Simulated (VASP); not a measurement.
# Ta2N (P-1) in VASP: further runs

Ta2N is run at these levels: PBEsol; tasks: single point.

All numbers are computed with VASP 6.6.1; they aren't measurements. Logs are shortened: lines on timing, memory, paths and dates and some standing lists are left out, and cuts for length are marked.

### Step 1. The cell of the first run

The typed cell holds 3 atoms: a = 3.082 Å, b = 3.219 Å, c = 4.571 Å, α = 90.00°, β = 90.00°, γ = 124.44°.

### Step 2. Single point, PBEsol (engineering shear strain xy -0.1050, normal strain along z -0.0525)

The input, INCAR:

```
SYSTEM = Ta2N
ALGO     = Fast           ! electronic algorithm
EDIFF    = 1E-6           ! SCF threshold, eV
ENCUT    = 520            ! plane-wave cutoff, eV
GGA      = PS             ! functional
ISIF     = 2              ! what is computed and relaxed
ISMEAR   = 0              ! smearing method
LASPH    = .True.         ! aspherical terms in the spheres
LCHARG   = .True.         ! write CHGCAR
LELF     = .True.         ! ELF
LREAL    = .False.        ! projectors in reciprocal space
LVHAR    = .True.       
LWAVE    = .False.        ! write WAVECAR
NBANDS   = 20             ! bands
NELM     = 80             ! most SCF steps
PREC     = Accurate       ! precision mode
SIGMA    = 0.15           ! smearing width, eV
```

The input, KPOINTS:

```
k-points
0
Gamma
  15 15 8
  0 0 0
```

The input, POSCAR:

```
Ta2N
1.0
    3.0782595490     -0.1616086263      0.0000000000
   -1.6790869503      2.7466552820      0.0000000000
    0.0000000000      0.0000000000      4.5706764578
Ta N
2 1
Direct
    0.6666666667      0.3333333333      0.7463700642
    0.3333333333      0.6666666667      0.2536299358
    0.0000000000      0.0000000000      0.0000000000
```

Potentials or basis: VASP PAW PBE potentials, release 64 (Ta_pv, N).

On the command line:

```sh
$ cat potpaw_PBE.64/Ta_pv/POTCAR potpaw_PBE.64/N/POTCAR > POTCAR
$ mpirun -np 1 vasp_std > vasp.out
```

OUTCAR:

```text
SYSTEM = Ta2N
   EDIFF = 1E-6
   ENCUT = 520
   GGA = PS
   ISIF = 2
   ISMEAR = 0
   LASPH = .True.
   LREAL = .False.
   NELM = 80
   PREC = Accurate

 ion  position               nearest neighbor table
   1  0.667  0.333  0.746-   3 2.06   3 2.12   3 2.19   2 2.82   2 2.87   2 2.87   2 2.92   2 2.92
                             2 2.97
   2  0.333  0.667  0.254-   3 2.06   3 2.12   3 2.19   1 2.82   1 2.87   1 2.87   1 2.92   1 2.92
                             1 2.97
   3  0.000  0.000  0.000-   1 2.06   2 2.06   1 2.12   2 2.12   1 2.19   2 2.19

  LATTYP: Found a simple monoclinic cell.
 ALAT       =     2.9394132362
 B/A-ratio  =     1.5549621950
 C/A-ratio  =     1.0486782935
 COS(beta)  =    -0.4292421434

  Lattice vectors:

 A1 = (   1.3991725987,   2.5850466557,   0.0000000000)
 A2 = (   0.0000000000,   0.0000000000,  -4.5706764578)
 A3 = (  -3.0782595490,   0.1616086263,   0.0000000000)

Analysis of symmetry for initial positions (statically):
=====================================================================
 Subroutine PRICEL returns:
 Original cell was already a primitive cell.

 Routine SETGRP: Setting up the symmetry group for a
 simple monoclinic supercell.

 Subroutine GETGRP returns: Found  2 space group operations
 (whereof  2 operations were pure point group operations)
 out of a pool of  4 trial point group operations.

The static configuration has the point symmetry S_2 .

Analysis of symmetry for dynamics (positions and initial velocities):
=====================================================================
 Subroutine PRICEL returns:
 Original cell was already a primitive cell.

 Routine SETGRP: Setting up the symmetry group for a
 simple monoclinic supercell.

 Subroutine GETGRP returns: Found  2 space group operations
 (whereof  2 operations were pure point group operations)
 out of a pool of  4 trial point group operations.

The dynamic configuration has the point symmetry S_2 .

 Subroutine INISYM returns: Found  2 space group operations
 (whereof  2 operations are pure point group operations),
 and found     1 'primitive' translations

----------------------------------------------------------------------------------------

                                     Primitive cell

  volume of cell :      37.4044

  direct lattice vectors                    reciprocal lattice vectors
     3.078259549 -0.161608626  0.000000000     0.335630741  0.205177985  0.000000000
    -1.679086950  2.746655282  0.000000000     0.019747954  0.376151510  0.000000000
     0.000000000  0.000000000  4.570676458     0.000000000  0.000000000  0.218785996

  length of vectors
     3.082498856  3.219230999  4.570676458     0.393377681  0.376669537  0.218785996

  position of ions in fractional coordinates (direct lattice)
     0.666666667  0.333333333  0.746370064
     0.333333333  0.666666667  0.253629936
     0.000000000  0.000000000  0.000000000

  ion indices of the primitive-cell ions
   primitive index   ion index
                 1           1
                 2           2
                 3           3

----------------------------------------------------------------------------------------

 KPOINTS: k-points

Automatic generation of k-mesh.
 Grid dimensions read from file:
 generate k-points for:   15   15    8

 Generating k-lattice:

  Cartesian coordinates                     Fractional coordinates (reciprocal lattice)
     0.022375383  0.013678532  0.000000000     0.066666667 -0.000000000  0.000000000
     0.001316530  0.025076767  0.000000000     0.000000000  0.066666667  0.000000000
     0.000000000  0.000000000  0.027348249     0.000000000  0.000000000  0.125000000

  Length of vectors
     0.026225179  0.025111302  0.027348249

  Shift w.r.t. Gamma in fractional coordinates (k-lattice)
     0.000000000  0.000000000  0.000000000

 Subroutine IBZKPT returns following result:
 ===========================================

 Found    901 irreducible k-points:

 Following reciprocal coordinates:
            Coordinates               Weight
  0.000000  0.000000  0.000000      1.000000
  0.066667  0.000000  0.000000      2.000000
  0.133333  0.000000  0.000000      2.000000
  0.200000  0.000000  0.000000      2.000000
  0.266667  0.000000  0.000000      2.000000
  0.333333  0.000000  0.000000      2.000000
[... 16 lines left out ...]
 -0.066667  0.066667  0.000000      2.000000
  0.000000  0.133333  0.000000      2.000000
 [... further k-points ...]
   k-points           NKPTS =    901   k-points in BZ     NKDIM =    901   number of bands    NBANDS=     20
   number of dos      NEDOS =    301   number of ions     NIONS =      3
   total plane-waves  NPLWV =  20736
   dimension x,y,z NGX =    24 NGY =   24 NGZ =   36
   dimension x,y,z NGXF=    48 NGYF=   48 NGZF=   72
   ions per type =               2   1
   NGX,Y,Z   is equivalent  to a cutoff of  12.94, 12.39, 13.09 a.u.
   NGXF,Y,Z  is equivalent  to a cutoff of  25.89, 24.79, 26.19 a.u.
 SYSTEM =  Ta2N
   PREC   = accura    normal or accurate (medium, high low for compatibility)
   ISTART =      0    job   : 0-new  1-cont  2-samecut
   ICHARG =      2    charge: 1-file 2-atom 10-const
   ISPIN  =      1    spin polarized calculation?
   LNONCOLLINEAR =      F non collinear calculations
   LSORBIT =      F    spin-orbit coupling
   LASPH  =      T    aspherical Exc in radial PAW
   ENCUT  =  520.0 eV  38.22 Ry    6.18 a.u.   5.73  5.99  8.50*2*pi/ulx,y,z
   NELM   =     80;   NELMIN=  2; NELMDL= -5     # of ELM steps
   EDIFF  = 0.1E-05   stopping-criterion for ELM
   LREAL  =      F    real-space projection
   EDIFFG = 0.1E-04   stopping-criterion for IOM
   NSW    =      0    number of steps for IOM
   IBRION =     -1    ionic relax: 0-MD 1-quasi-New 2-CG
   NFREE  =      0    steps in history (QN), initial steepest desc. (CG)
   ISIF   =      2    stress and relaxation
   ISYM   =      2    0-nonsym 1-usesym 2-fastsym
   POTIM  = 0.5000    time-step for ionic-motion
   TEBEG  =    0.0;   TEEND  =   0.0 temperature during run
   PSTRESS=    0.0 pullay stress
   NELECT =      27.0000    total number of electrons
   NUPDOWN=      -1.0000    fix difference up-down
   EMIN   =  10.00;   EMAX   =-10.00  energy-range for DOS
   EFERMI =   0.00;   METHOD = LEGACY
   ISMEAR =     0;   SIGMA  =   0.15  broadening in eV -4-tet -1-fermi 0-gaus
   EFERMI_NEDOS =   21; number of points for ismear=-14 and -15
   IALGO  =     68    algorithm
   IMIX   =      4    mixing-type and parameters
     AMIX     =   0.40;   BMIX     =  1.00
     AMIX_MAG =   1.60;   BMIX_MAG =  1.00
  volume/ion in A,a.u.               =      12.47        84.14
  Fermi-wavevector in a.u.,A,eV,Ry     =   1.468549  2.775155 29.342818  2.156636
  Thomas-Fermi vector in A             =   2.584033
   LORBIT       =      0    0 simple, 1 ext, 2 COOP (PROOUT), +10 PAW based schemes
   GGA     = PS    functional components
   LHFCALC =     F    Hartree Fock is set to
   AEXX    =    0.0000 exact exchange contribution
   IVDW    =     0    specifies the selected vdW correction
   LEPSILON=     F    determine dielectric tensor
   LRPA    =     F    only Hartree local field effects (RPA)
 non-spin polarized calculation
 RMM-DIIS sequential band-by-band and
 Gauss-broadening in eV      SIGMA  =   0.15
  energy-cutoff  :      520.00
  volume of cell :       37.40
 maximum number of plane-waves:      1025
   NGX = 11   NGY = 11   NGZ = 17

 number of electron      27.0000005 magnetization

 Free energy of the ion-electron system (eV)
  ---------------------------------------------------
  ext. energy  EPLUGINS =         0.00000000
  ---------------------------------------------------
  free energy    TOTEN  =       -36.06210898 eV

  energy without entropy =      -36.05036997  energy(sigma->0) =      -36.05623947

 E-fermi :   8.0640     XC(G=0): -13.4385

 val. band max:        8.0624328734   @ k =   0.0667  -0.0667   0.1250
 cond. band min:       8.0659411568   @ k =  -0.1333  -0.0667   0.1250
 fundamental gap:      0.0035082834
 Fermi energy:         8.0640412639

 k-point     1 :       0.0000    0.0000    0.0000
  band No.  band energies     occupation
      1     -27.5547      2.00000
      2     -26.6670      2.00000
      3     -26.5069      2.00000
      4     -26.4559      2.00000
      5     -26.2929      2.00000
      6     -26.1279      2.00000
[... 12 lines left out ...]
     19      10.1842      0.00000
     20      13.9724      0.00000

 k-point     2 :       0.0667    0.0000    0.0000
  band No.  band energies     occupation
      1     -27.5343      2.00000
      2     -26.6822      2.00000
      3     -26.5520      2.00000
      4     -26.4530      2.00000
      5     -26.3324      2.00000
      6     -26.1369      2.00000
[... 12 lines left out ...]
     19      10.2600      0.00000
     20      14.1621      0.00000

 k-point     3 :       0.1333    0.0000    0.0000
  band No.  band energies     occupation
      1     -27.4750      2.00000
      2     -26.7248      2.00000
      3     -26.6638      2.00000
      4     -26.4743      2.00000
      5     -26.4269      2.00000
      6     -26.1642      2.00000
[... 12 lines left out ...]
     19      11.3150      0.00000
     20      14.2593      0.00000

 k-point     4 :       0.2000    0.0000    0.0000
  band No.  band energies     occupation
      1     -27.3818      2.00000
      2     -26.8325      2.00000
      3     -26.7776      2.00000
      4     -26.6035      2.00000
      5     -26.4655      2.00000
      6     -26.2104      2.00000
[... 429 lines left out ...]
 k-point    23 :      -0.0667    0.0667    0.0000
  band No.  band energies     occupation
      1     -27.5391      2.00000
      2     -26.6934      2.00000
      3     -26.5190      2.00000
      4     -26.4808      2.00000
      5     -26.2939      2.00000
      6     -26.1369      2.00000
[... 12 lines left out ...]
     19      10.3971      0.00000
     20      13.9140      0.00000

 k-point    24 :       0.0000    0.1333    0.0000
  band No.  band energies     occupation
      1     -27.4834      2.00000
      2     -26.7225      2.00000
      3     -26.6445      2.00000
      4     -26.4958      2.00000
      5     -26.3802      2.00000
      6     -26.1624      2.00000
[... 12 lines left out ...]
     19      11.1228      0.00000
     20      13.9466      0.00000

 [... further k-points ...]

------------------------ aborting loop because EDIFF is reached ----------------------------------------

  FORCE on cell =-STRESS in cart. coord.  units (eV):
  Direction    XX          YY          ZZ          XY          YZ          ZX
  --------------------------------------------------------------------------------------
  -------------------------------------------------------------------------------------
  Total        4.2587724      4.2678940      7.4766031      4.5856278     -0.2426932     -1.7721477
  in kB      182.4198536    182.8105697    320.2521131    196.4203478    -10.3954971    -75.9080055
  external PRESSURE =     228.4941788 kB  Pullay stress =       0.0000000 kB

 VOLUME and BASIS-vectors are now :
 -----------------------------------------------------------------------------
  energy-cutoff  :      520.00
  volume of cell :       37.40
      direct lattice vectors                 reciprocal lattice vectors
     3.078259549 -0.161608626  0.000000000     0.335630741  0.205177985  0.000000000
    -1.679086950  2.746655282  0.000000000     0.019747954  0.376151510  0.000000000
     0.000000000  0.000000000  4.570676458     0.000000000  0.000000000  0.218785996

 POSITION                                       TOTAL-FORCE (eV/Angst)
 -----------------------------------------------------------------------------------
      1.49248      0.80781      3.41142         0.140398      0.028273     -0.278589
     -0.09330      1.77723      1.15926        -0.140398     -0.028273      0.278589
      0.00000      0.00000      0.00000         0.000000      0.000000      0.000000
 -----------------------------------------------------------------------------------
    total drift:                                0.000000     -0.000000      0.000000

  FREE ENERGIE OF THE ION-ELECTRON SYSTEM (eV)
  ---------------------------------------------------
  free  energy   TOTEN  =       -36.0621089751 eV

  energy  without entropy=      -36.0503699698  energy(sigma->0) =      -36.05623947
```

It took 18 min on 1 thread of Oxide Virtual Turin-like, shared host; peak memory 0.62 GiB.

Results:

```yaml
Free_energy: -36.0621 eV
Pressure: 22.8 GPa
Largest_force: 0.313 eV/Å
Band_gap_on_the_k_mesh: zero (an odd number of electrons rules out a gap without spin polarisation)
```

Forces in eV/Å, atoms in the order of the input:
```
Ta   0.140  0.028 -0.279
Ta  -0.140 -0.028  0.279
N    0.000  0.000  0.000
```

Caveat: the cell differs from its parent crystal (engineering shear strain xy -0.1050, normal strain along z -0.0525); the stress differs along the axes, from 18 to 32 GPa; the PAW data sets were made with another functional, which shifts forces and pressure a little; spin-orbit coupling is left out, which moves the levels of the heavy elements.

### Step 3. Single point, PBEsol (engineering shear strain xy -0.1400, normal strain along z +0.0700)

The input, INCAR:

```
SYSTEM = Ta2N
  ALGO = Fast
  EDIFF = 1E-6
  ENCUT = 520
  GGA = PS
  ISIF = 2
  ISMEAR = 0
  LASPH = .TRUE.
  LCHARG = .TRUE.
  LELF = .TRUE.
  LREAL = .FALSE.
  LVHAR = .TRUE.
  LWAVE = .FALSE.
  NBANDS = 20
  NELM = 60
  PREC = Accurate
  SIGMA = 0.15
```

The input, KPOINTS:

```
k-points
0
G
  15 15 8
  0 0 0
```

The input, POSCAR:

```
Ta2N
1.0
    3.0782595490     -0.2154781684      0.0000000000
   -1.7257393423      2.7735900531      0.0000000000
    0.0000000000      0.0000000000      5.1616082426
Ta N
2 1
Direct
    0.6666666667      0.3333333333      0.7463700642
    0.3333333333      0.6666666667      0.2536299358
    0.0000000000      0.0000000000      0.0000000000
```

Potentials or basis: VASP PAW PBE potentials, release 64 (Ta_pv, N).

On the command line:

```sh
$ cat potpaw_PBE.64/Ta_pv/POTCAR potpaw_PBE.64/N/POTCAR > POTCAR
$ mpirun -np 1 vasp_std > vasp.out
```

It took 19 min on 1 thread of Oxide Virtual Turin-like, shared host; peak memory 0.68 GiB.

It converged, with:

* Free energy: -35.9583 eV
* Pressure: -12.7 GPa
* Largest force: 0.446 eV/Å
* Band gap on the k mesh: zero (an odd number of electrons rules out a gap without spin polarisation)

Forces on the atoms (eV/Å):
```
Ta   0.193 -0.043 -0.400
Ta  -0.193  0.043  0.400
N    0.000  0.000  0.000
```

Stress tensor (GPa, compression positive):
```
 -8.36  18.24  -6.54
 18.24  -8.40  -0.29
 -6.54  -0.29 -21.35
```

Levels at points of the mesh, in eV from the Fermi level:
```tsv
k point	band 10	band 11	band 12	band 13	band 14	band 15	band 16	band 17
(0.00, 0.00, 0.00)	-5.01	-4.85	-1.35	-1.10	0.03	0.39	0.74	1.14
(0.00, 0.00, 0.50)	-5.00	-3.17	-2.76	-1.84	0.44	0.88	1.09	2.02
```

Caveat: the cell differs from its parent crystal (engineering shear strain xy -0.1400, normal strain along z +0.0700); the stress differs along the axes, from -21 to -8 GPa; the PAW data sets were made with another functional, which shifts forces and pressure a little; spin-orbit coupling is left out, which moves the levels of the heavy elements.

### Step 4. Single point, PBEsol (engineering shear strain xy -0.1050, normal strain along z +0.0700)

The input, INCAR:

```
PREC = Accurate ; ENCUT = 520
EDIFF = 1E-6 ; ISMEAR = 0
SIGMA = 0.15 ; LREAL = F
LASPH = T ; NELM = 60
ALGO = Fast ; ISIF = 2
LWAVE = F ; LCHARG = F
GGA = PS ; NBANDS = 20
```

The input, KPOINTS:

```
Automatic mesh
0
Gamma
  15 15 8
```

The input, POSCAR:

```
Ta2N
1.0
    3.0782595490     -0.1616086263      0.0000000000
   -1.6790869503      2.7466552820      0.0000000000
    0.0000000000      0.0000000000      5.1616082426
Ta N
2 1
Direct
    0.6666666667      0.3333333333      0.7463700642
    0.3333333333      0.6666666667      0.2536299358
    0.0000000000      0.0000000000      0.0000000000
```

On the command line:

```sh
$ cat potpaw_PBE.64/Ta_pv/POTCAR potpaw_PBE.64/N/POTCAR > POTCAR
$ mpirun -np 1 vasp_std > vasp.out
```

Run time: 22 min. Hardware: 1 thread of Oxide Virtual Turin-like, shared host; peak memory 0.68 GiB.

It converged, with:

* Free energy: -36.0989 eV
* Pressure: -14.5 GPa
* Largest force: 0.308 eV/Å
* Band gap on the k mesh: zero (an odd number of electrons rules out a gap without spin polarisation)

Forces on the atoms (eV/Å):
```
Ta   0.150 -0.025 -0.268
Ta  -0.150  0.025  0.268
N    0.000  0.000  0.000
```

Stress tensor (GPa, compression positive):
```
-10.56  13.37  -4.82
 13.37 -10.55  -0.21
 -4.82  -0.21 -22.48
```

Levels at points of the mesh, in eV from the Fermi level:
```csv
k point,band 9,band 10,band 11,band 12,band 13,band 14,band 15,band 16,band 17,band 18
"(0.00, 0.00, 0.00)",-5.87,-5.05,-5.03,-1.21,-1.02,0.13,0.47,0.74,0.77,1.11
"(0.00, 0.00, 0.50)",-5.99,-5.19,-3.19,-2.80,-1.61,0.16,1.06,1.24,1.96,2.27
```

Caveat: the cell differs from its parent crystal (engineering shear strain xy -0.1050, normal strain along z +0.0700); the stress differs along the axes, from -22 to -11 GPa; the PAW data sets were made with another functional, which shifts forces and pressure a little; spin-orbit coupling is left out, which moves the levels of the heavy elements.

### Step 5. Summary

| cell | gap on the mesh (eV) | pressure (GPa) | largest force (eV/Å) |
| --- | --- | --- | --- |
| a = 3.082, b = 3.219, c = 4.571 Å, angles 90.0, 90.0, 124.4°, 3 atoms | none | 22.8 | 0.31 |
| a = 3.086, b = 3.267, c = 5.162 Å, angles 90.0, 90.0, 125.9°, 3 atoms | none | -12.7 | 0.45 |
| a = 3.082, b = 3.219, c = 5.162 Å, angles 90.0, 90.0, 124.4°, 3 atoms | none | -14.5 | 0.31 |

Alike in all rows: task single point; level PBEsol; potentials or basis VASP PAW PBE potentials, release 64 (Ta_pv, N); no spin polarisation; k mesh 15 × 15 × 8; cutoff (eV) 520; smearing gaussian 0.15 eV.

Caveats: the PAW data sets were made with another functional, which shifts forces and pressure a little; spin-orbit coupling is left out, which moves the levels of the heavy elements; the stress differs along the axes, from 18 to 32 GPa (at least some runs); the stress differs along the axes, from -21 to -8 GPa (at least some runs); the stress differs along the axes, from -22 to -11 GPa (at least some runs).

Absolute energies hang on the potentials; compare differences alone.
